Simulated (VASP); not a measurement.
# P (Cmce) in VASP: single point with LDA

Aim: the single point of P with LDA.

Everything below comes from runs of VASP 6.6.1. Logs are shortened: lines on timing, memory, paths and dates and some standing lists are left out, and cuts for length are marked.

## Step 1: The cell of the first run

It takes space group Cmce (No. 64, orthorhombic). The conventional cell has a = 3.310 Å, b = 10.163 Å, c = 4.128 Å, α = 90.00°, β = 90.00°, γ = 90.00°. Within 2.9 Å of P (site symmetry m) lie 3 P at 2.22 to 2.24 Å.

## Step 2: Single point, LDA

INCAR reads:

```
SYSTEM = P
PREC     = Accurate       ! precision mode
ENCUT    = 520            ! plane-wave cutoff, eV
EDIFF    = 1E-6           ! SCF threshold, eV
ISMEAR   = 0              ! smearing method
SIGMA    = 0.1            ! smearing width, eV
LREAL    = .False.        ! projectors in reciprocal space
LASPH    = .True.         ! aspherical terms in the spheres
NELM     = 60             ! most SCF steps
ALGO     = Normal         ! electronic algorithm
ISIF     = 2              ! what is computed and relaxed
LWAVE    = .False.        ! write WAVECAR
LCHARG   = .False.        ! write CHGCAR
NBANDS   = 18             ! bands
```

KPOINTS reads:

```
regular mesh
0
Gamma
  14 14 10
  0 0 0
```

POSCAR reads:

```
P
1.0
    1.6548962202     -5.0813223158      0.0000000000
    1.6548962202      5.0813223158      0.0000000000
    0.0000000000      0.0000000000      4.1282394298
P
4
Direct
    0.8935231841      0.1064768159      0.0710045338
    0.6064768159      0.3935231841      0.5710045338
    0.1064768159      0.8935231841      0.9289954662
    0.3935231841      0.6064768159      0.4289954662
```

Potentials or basis: VASP PAW LDA potentials, release 64 (P).

Run with:

```sh
$ cat potpaw_LDA.64/P/POTCAR > POTCAR
$ mpirun -np 1 vasp_std > vasp.out
```

OUTCAR:

```text
SYSTEM = P
   PREC = Accurate
   ENCUT = 520
   EDIFF = 1E-6
   ISMEAR = 0
   LREAL = .False.
   LASPH = .True.
   NELM = 60
   ISIF = 2

 ion  position               nearest neighbor table
   1  0.894  0.106  0.071-   4 2.22   4 2.22   3 2.24
   2  0.606  0.394  0.571-   3 2.22   3 2.22   4 2.24
   3  0.106  0.894  0.929-   2 2.22   2 2.22   1 2.24
   4  0.394  0.606  0.429-   1 2.22   1 2.22   2 2.24

  LATTYP: Found a base centered orthorhombic cell.
 ALAT       =     3.3097924404
 B/A-ratio  =     3.0704779271
 C/A-ratio  =     1.2472804577

  Lattice vectors:

 A1 = (   1.6548962202,  -5.0813223158,   0.0000000000)
 A2 = (   1.6548962202,   5.0813223158,   0.0000000000)
 A3 = (   0.0000000000,   0.0000000000,   4.1282394298)

Analysis of symmetry for initial positions (statically):
=====================================================================
 Subroutine PRICEL returns:
 Original cell was already a primitive cell.

 Routine SETGRP: Setting up the symmetry group for a
 base centered orthorhombic supercell.

 Subroutine GETGRP returns: Found  8 space group operations
 (whereof  4 operations were pure point group operations)
 out of a pool of  8 trial point group operations.

The static configuration has the point symmetry C_2h.
 The point group associated with its full space group is D_2h.

Analysis of symmetry for dynamics (positions and initial velocities):
=====================================================================
 Subroutine PRICEL returns:
 Original cell was already a primitive cell.

 Routine SETGRP: Setting up the symmetry group for a
 base centered orthorhombic supercell.

 Subroutine GETGRP returns: Found  8 space group operations
 (whereof  4 operations were pure point group operations)
 out of a pool of  8 trial point group operations.

The dynamic configuration has the point symmetry C_2h.
 The point group associated with its full space group is D_2h.

 Subroutine INISYM returns: Found  8 space group operations
 (whereof  4 operations are pure point group operations),
 and found     1 'primitive' translations

----------------------------------------------------------------------------------------

                                     Primitive cell

  volume of cell :      69.4292
[... 90 lines left out ...]
   LASPH  =      T    aspherical Exc in radial PAW
   ENCUT  =  520.0 eV  38.22 Ry    6.18 a.u.   9.94  9.94  7.68*2*pi/ulx,y,z
   NELM   =     60;   NELMIN=  2; NELMDL= -5     # of ELM steps
   EDIFF  = 0.1E-05   stopping-criterion for ELM
   LREAL  =      F    real-space projection
   EDIFFG = 0.1E-04   stopping-criterion for IOM
   NSW    =      0    number of steps for IOM
   IBRION =     -1    ionic relax: 0-MD 1-quasi-New 2-CG
   NFREE  =      0    steps in history (QN), initial steepest desc. (CG)
   ISIF   =      2    stress and relaxation
   ISYM   =      2    0-nonsym 1-usesym 2-fastsym
   POTIM  = 0.5000    time-step for ionic-motion
   TEBEG  =    0.0;   TEEND  =   0.0 temperature during run
   PSTRESS=    0.0 pullay stress
   NELECT =      20.0000    total number of electrons
   NUPDOWN=      -1.0000    fix difference up-down
   EMIN   =  10.00;   EMAX   =-10.00  energy-range for DOS
   EFERMI =   0.00;   METHOD = LEGACY
   ISMEAR =     0;   SIGMA  =   0.10  broadening in eV -4-tet -1-fermi 0-gaus
   EFERMI_NEDOS =   21; number of points for ismear=-14 and -15
   IALGO  =     38    algorithm
   IMIX   =      4    mixing-type and parameters
     AMIX     =   0.40;   BMIX     =  1.00
     AMIX_MAG =   1.60;   BMIX_MAG =  1.00
  volume/ion in A,a.u.               =      17.36       117.13
  Fermi-wavevector in a.u.,A,eV,Ry     =   1.081195  2.043162 15.904975  1.168983
  Thomas-Fermi vector in A             =   2.217205
   LORBIT       =      0    0 simple, 1 ext, 2 COOP (PROOUT), +10 PAW based schemes
   GGA     = CA    functional components
   LHFCALC =     F    Hartree Fock is set to
   AEXX    =    0.0000 exact exchange contribution
   IVDW    =     0    specifies the selected vdW correction
   LEPSILON=     F    determine dielectric tensor
   LRPA    =     F    only Hartree local field effects (RPA)
 non-spin polarized calculation
 Gauss-broadening in eV      SIGMA  =   0.10
  energy-cutoff  :      520.00
  volume of cell :       69.43
 maximum number of plane-waves:      1888
   NGX = 19   NGY = 19   NGZ = 15

 number of electron      19.9999998 magnetization

 Free energy of the ion-electron system (eV)
  ---------------------------------------------------
  ext. energy  EPLUGINS =         0.00000000
  ---------------------------------------------------
  free energy    TOTEN  =       -24.11601260 eV

  energy without entropy =      -24.11517973  energy(sigma->0) =      -24.11559616

 E-fermi :   7.4832     XC(G=0): -10.5163

 val. band max:        7.4642586589   @ k =   0.5000   0.3571   0.0000
 cond. band min:       7.4908623679   @ k =  -0.4286   0.0714   0.0000
 fundamental gap:      0.0266037090
 Fermi energy:         7.4831946842

 k-point     1 :       0.0000    0.0000    0.0000
  band No.  band energies     occupation
      1      -8.5729      2.00000
      2      -5.1516      2.00000
      3      -1.5607      2.00000
      4       0.0924      2.00000
      5       2.3103      2.00000
      6       3.3845      2.00000
[... 481 lines left out ...]
      5       1.8768      2.00000
      6       2.4190      2.00000
[... 10 lines left out ...]
     17      13.8600      0.00000
     18      15.2784      0.00000

 [... further k-points ...]

------------------------ aborting loop because EDIFF is reached ----------------------------------------

  FORCE on cell =-STRESS in cart. coord.  units (eV):
  Direction    XX          YY          ZZ          XY          YZ          ZX
  --------------------------------------------------------------------------------------
  -------------------------------------------------------------------------------------
  Total       -0.1182310     -0.1305857     -0.1157376      0.0000000      0.0000000      0.0000000
  in kB       -2.7283457     -3.0134494     -2.6708075      0.0000000      0.0000000      0.0000000
  external PRESSURE =      -2.8042009 kB  Pullay stress =       0.0000000 kB

 VOLUME and BASIS-vectors are now :
 -----------------------------------------------------------------------------
  energy-cutoff  :      520.00
  volume of cell :       69.43
      direct lattice vectors                 reciprocal lattice vectors
     1.654896220 -5.081322316  0.000000000     0.302133749 -0.098399584  0.000000000
     1.654896220  5.081322316  0.000000000     0.302133749  0.098399584  0.000000000
     0.000000000  0.000000000  4.128239430     0.000000000  0.000000000  0.242234012

 POSITION                                       TOTAL-FORCE (eV/Angst)
 -----------------------------------------------------------------------------------
      1.65490     -3.99924      0.29312         0.000000     -0.032849      0.039358
      1.65490     -1.08209      2.35724         0.000000      0.032849      0.039358
      1.65490      3.99924      3.83512         0.000000      0.032849     -0.039358
      1.65490      1.08209      1.77100         0.000000     -0.032849     -0.039358
 -----------------------------------------------------------------------------------
    total drift:                               -0.000000     -0.000000     -0.000000

  FREE ENERGIE OF THE ION-ELECTRON SYSTEM (eV)
  ---------------------------------------------------
  free  energy   TOTEN  =       -24.1160126007 eV

  energy  without entropy=      -24.1151797272  energy(sigma->0) =      -24.11559616
```

It took 4.4 min on 1 thread of Intel Xeon Platinum 8259CL at 2.50GHz (Skylake/Cascade Lake), shared host; peak memory 0.39 GiB.

What came out:

- Free energy: -24.1160 eV
- Pressure: -0.3 GPa
- Largest force: 0.051 eV/Å
- Band gap on the k mesh: zero (bands 10 and 11 overlap by 0.33 eV)

Forces on the atoms (eV/Å):
```
P    0.000 -0.033  0.039
P    0.000  0.033  0.039
P    0.000  0.033 -0.039
P    0.000 -0.033 -0.039
```
